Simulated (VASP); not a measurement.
# BaZrO3 (Pm-3m) in VASP: a series of runs

The runs below take BaZrO3 through relaxation of cell and atoms, with PBE.

All numbers are computed with VASP 6.6.1; they aren't measurements. Logs are shortened: lines on timing, memory, paths and dates and some standing lists are left out, and cuts for length are marked.

### 1 The cell of the first run

The structure is cubic, space group Pm-3m (No. 221). The conventional cell has a = 4.191 Å, b = 4.191 Å, c = 4.191 Å, α = 90.00°, β = 90.00°, γ = 90.00°. Ba (site symmetry m-3m) has 12 O at 2.96 Å and 8 Zr at 3.63 Å within 3.9 Å. Zr (site symmetry m-3m) has 6 O at 2.10 Å within 2.8 Å. O (site symmetry 4/mmm) has 2 Zr at 2.10 Å within 2.8 Å.

### 2 Relaxation of cell and atoms, PBE

File INCAR:

```
PREC = Accurate
ENCUT = 600
EDIFF = 1E-7
ISMEAR = 0
SIGMA = 0.01
LREAL = False
LASPH = True
NELM = 80
ALGO = Normal
ISIF = 3
LWAVE = False
LCHARG = False
GGA = PE
IBRION = 2
NSW = 100
EDIFFG = -0.01
```

File KPOINTS:

```
regular mesh
0
Gamma
  6 6 6
```

File POSCAR:

```
BaZrO3
1.0
    4.1913400000      0.0000000000      0.0000000000
    0.0000000000      4.1913400000      0.0000000000
    0.0000000000      0.0000000000      4.1913400000
Ba Zr O
1 1 3
Direct
    0.0000000000      0.0000000000      0.0000000000
    0.5000000000      0.5000000000      0.5000000000
    0.0000000000      0.5000000000      0.5000000000
    0.5000000000      0.0000000000      0.5000000000
    0.5000000000      0.5000000000      0.0000000000
```

Potentials or basis: VASP PAW PBE potentials, release 64 (Ba_sv, Zr_sv, O).

Launch:

```bash
$ cat potpaw_PBE.64/Ba_sv/POTCAR potpaw_PBE.64/Zr_sv/POTCAR potpaw_PBE.64/O/POTCAR > POTCAR
$ mpirun -np 1 vasp_std > vasp.out
```

OUTCAR:

```text
PREC = Accurate
   ENCUT = 600
   EDIFF = 1E-7
   ISMEAR = 0
   LREAL = False
   LASPH = True
   NELM = 80
   ISIF = 3
   GGA = PE
   IBRION = 2
   NSW = 100
   EDIFFG = -0.01

 ion  position               nearest neighbor table
   1  0.000  0.000  0.000-   3 2.96   4 2.96   5 2.96   3 2.96   4 2.96   3 2.96   5 2.96   3 2.96
                             4 2.96   5 2.96   4 2.96   5 2.96   2 3.63   2 3.63   2 3.63   2 3.63
   2  0.500  0.500  0.500-   3 2.10   4 2.10   5 2.10   5 2.10   4 2.10   3 2.10   1 3.63   1 3.63
                             1 3.63   1 3.63   1 3.63   1 3.63   1 3.63   1 3.63
   3  0.000  0.500  0.500-   2 2.10   2 2.10   1 2.96   1 2.96   1 2.96   1 2.96
   4  0.500  0.000  0.500-   2 2.10   2 2.10   1 2.96   1 2.96   1 2.96   1 2.96
   5  0.500  0.500  0.000-   2 2.10   2 2.10   1 2.96   1 2.96   1 2.96   1 2.96

  LATTYP: Found a simple cubic cell.
 ALAT       =     4.1913400000

  Lattice vectors:

 A1 = (   4.1913400000,   0.0000000000,   0.0000000000)
 A2 = (   0.0000000000,   4.1913400000,   0.0000000000)
 A3 = (   0.0000000000,   0.0000000000,   4.1913400000)

Analysis of symmetry for initial positions (statically):
=====================================================================
 Subroutine PRICEL returns:
 Original cell was already a primitive cell.

 Routine SETGRP: Setting up the symmetry group for a
 simple cubic supercell.

 Subroutine GETGRP returns: Found 48 space group operations
 (whereof 48 operations were pure point group operations)
 out of a pool of 48 trial point group operations.

The static configuration has the point symmetry O_h .

Analysis of symmetry for dynamics (positions and initial velocities):
=====================================================================
 Subroutine PRICEL returns:
 Original cell was already a primitive cell.

 Routine SETGRP: Setting up the symmetry group for a
 simple cubic supercell.

 Subroutine GETGRP returns: Found 48 space group operations
 (whereof 48 operations were pure point group operations)
 out of a pool of 48 trial point group operations.

The dynamic configuration has the point symmetry O_h .

 Subroutine INISYM returns: Found 48 space group operations
 (whereof 48 operations are pure point group operations),
 and found     1 'primitive' translations

----------------------------------------------------------------------------------------

                                     Primitive cell

  volume of cell :      73.6307

  direct lattice vectors                    reciprocal lattice vectors
     4.191340000  0.000000000  0.000000000     0.238587182  0.000000000  0.000000000
[... 81 lines left out ...]
   ISPIN  =      1    spin polarized calculation?
   LNONCOLLINEAR =      F non collinear calculations
   LSORBIT =      F    spin-orbit coupling
   LASPH  =      T    aspherical Exc in radial PAW
   ENCUT  =  600.0 eV  44.10 Ry    6.64 a.u.   8.37  8.37  8.37*2*pi/ulx,y,z
   NELM   =     80;   NELMIN=  2; NELMDL= -5     # of ELM steps
   EDIFF  = 0.1E-06   stopping-criterion for ELM
   LREAL  =      F    real-space projection
   EDIFFG = -.1E-01   stopping-criterion for IOM
   NSW    =    100    number of steps for IOM
   IBRION =      2    ionic relax: 0-MD 1-quasi-New 2-CG
   NFREE  =      1    steps in history (QN), initial steepest desc. (CG)
   ISIF   =      3    stress and relaxation
   ISYM   =      2    0-nonsym 1-usesym 2-fastsym
   POTIM  = 0.5000    time-step for ionic-motion
   TEBEG  =    0.0;   TEEND  =   0.0 temperature during run
   PSTRESS=    0.0 pullay stress
   NELECT =      40.0000    total number of electrons
   NUPDOWN=      -1.0000    fix difference up-down
   EMIN   =  10.00;   EMAX   =-10.00  energy-range for DOS
   EFERMI =   0.00;   METHOD = LEGACY
   ISMEAR =     0;   SIGMA  =   0.01  broadening in eV -4-tet -1-fermi 0-gaus
   EFERMI_NEDOS =   21; number of points for ismear=-14 and -15
   IALGO  =     38    algorithm
   IMIX   =      4    mixing-type and parameters
     AMIX     =   0.40;   BMIX     =  1.00
     AMIX_MAG =   1.60;   BMIX_MAG =  1.00
  volume/ion in A,a.u.               =      14.73        99.38
  Fermi-wavevector in a.u.,A,eV,Ry     =   1.335802  2.524299 24.277770  1.784366
  Thomas-Fermi vector in A             =   2.464478
   LORBIT       =      0    0 simple, 1 ext, 2 COOP (PROOUT), +10 PAW based schemes
   GGA     = PE    functional components
   LHFCALC =     F    Hartree Fock is set to
   AEXX    =    0.0000 exact exchange contribution
   IVDW    =     0    specifies the selected vdW correction
   LEPSILON=     F    determine dielectric tensor
   LRPA    =     F    only Hartree local field effects (RPA)
 conjugate gradient relaxation of ions
 non-spin polarized calculation
 Gauss-broadening in eV      SIGMA  =   0.01
  energy-cutoff  :      600.00
  volume of cell :       73.63
 maximum number of plane-waves:      2517
 NGX is ok and might be reduce to    36
   NGX = 17   NGY = 17   NGZ = 17

--------------------------------------- Ionic step        1  -------------------------------------------

 number of electron      40.0000010 magnetization

 Free energy of the ion-electron system (eV)
  ---------------------------------------------------
  ext. energy  EPLUGINS =         0.00000000
  ---------------------------------------------------
  free energy    TOTEN  =       -41.69366491 eV

  energy without entropy =      -41.69366491  energy(sigma->0) =      -41.69366491

------------------------ aborting loop because EDIFF is reached ----------------------------------------

  FORCE on cell =-STRESS in cart. coord.  units (eV):
  Direction    XX          YY          ZZ          XY          YZ          ZX
  --------------------------------------------------------------------------------------
  -------------------------------------------------------------------------------------
  Total        2.2721713      2.2721713      2.2721713      0.0000000      0.0000000     -0.0000000
  in kB       49.4416519     49.4416519     49.4416519      0.0000000      0.0000000     -0.0000000
  external PRESSURE =      49.4416519 kB  Pullay stress =       0.0000000 kB
[... 65 lines left out ...]
--------------------------------------- Ionic step        3  -------------------------------------------

 number of electron      40.0000023 magnetization

 Free energy of the ion-electron system (eV)
  ---------------------------------------------------
  ext. energy  EPLUGINS =         0.00000000
  ---------------------------------------------------
  free energy    TOTEN  =       -41.72835851 eV

  energy without entropy =      -41.72835851  energy(sigma->0) =      -41.72835851

 E-fermi :   3.6257     XC(G=0): -10.6145

 val. band max:        3.5685430471   @ k =   0.5000   0.5000   0.5000
 cond. band min:       6.6893718079   @ k =   0.0000   0.0000   0.0000
 fundamental gap:      3.1208287609
 Fermi energy:         3.6256654380

 k-point     1 :       0.0000    0.0000    0.0000
  band No.  band energies     occupation
      1     -43.6446      2.00000
      2     -21.8430      2.00000
      3     -21.7649      2.00000
      4     -21.7649      2.00000
      5     -21.7649      2.00000
      6     -12.7482      2.00000
[... 561 lines left out ...]
  FREE ENERGIE OF THE ION-ELECTRON SYSTEM (eV)
  ---------------------------------------------------
  free  energy   TOTEN  =       -41.7283585139 eV

  energy  without entropy=      -41.7283585139  energy(sigma->0) =      -41.72835851

 reached required accuracy - stopping structural energy minimisation
```

OSZICAR:

```text
N       E                     dE             d eps       ncg     rms          rms(c)
DAV:   1     0.357720765786E+03    0.35772E+03   -0.24303E+04   960   0.184E+03
DAV:   2    -0.261186507430E+02   -0.38384E+03   -0.37736E+03  1248   0.414E+02
DAV:   3    -0.486047500984E+02   -0.22486E+02   -0.22465E+02  1560   0.992E+01
[... 34 lines left out ...]
DAV:   7    -0.417283506620E+02   -0.74616E-04   -0.19793E-04  1312   0.813E-02    0.187E-02
DAV:   8    -0.417283583007E+02   -0.76387E-05   -0.55348E-05  1120   0.458E-02    0.532E-03
DAV:   9    -0.417283586467E+02   -0.34602E-06   -0.28615E-06  1424   0.105E-02    0.291E-03
DAV:  10    -0.417283584821E+02    0.16461E-06   -0.54726E-07  1240   0.520E-03    0.105E-03
DAV:  11    -0.417283585139E+02   -0.31769E-07   -0.12974E-07   752   0.244E-03
   3 F= -.41728359E+02 E0= -.41728359E+02  d E =-.346936E-01
```

Wall time 2.4 min (1 thread of Intel Xeon 6975P-C, shared host); peak memory 0.25 GiB.

Results:

```yaml
Free_energy: -41.7284 eV
Relaxed_volume: 15.19 Å³/atom
Relaxed_cell: a = 4.235 Å, b = 4.235 Å, c = 4.235 Å, α = 90.00°, β = 90.00°, γ = 90.00°
Space_group_after_relaxing_to_0.05_Å: Pm-3m (No. 221)
Energy_gained_by_relaxing: 6.9 meV/atom
Ionic_steps: 3
Pressure_after_relaxing: 0.0 GPa
Band_gap_on_the_k_mesh: 3.12 eV, indirect (least direct gap 3.38 eV)
```

Step by step:
| step | energy change (eV) | largest force (eV/Å) | pressure (GPa) | volume (Å³) |
| --- | --- | --- | --- | --- |
| 1 | 0.0000 | 0.0000 | 4.94 | 73.63 |
| 2 | 0.0053 | 0.0000 | -4.71 | 78.58 |
| 3 | -0.0347 | 0.0000 | -0.03 | 75.96 |

Final structure:
```
Ba Zr O
1.0
     4.23507    0.00000    0.00000
     0.00000    4.23507    0.00000
     0.00000    0.00000    4.23507
Ba Zr O
1 1 3
Direct
  0.00000 0.00000 0.00000
  0.50000 0.50000 0.50000
  0.00000 0.50000 0.50000
  0.50000 0.00000 0.50000
  0.50000 0.50000 0.00000
```

Caveat: spin-orbit coupling is left out, which moves the levels of the heavy elements. Zero-point motion and thermal expansion aren't in these numbers.

(Continued in part 2 of 2.)
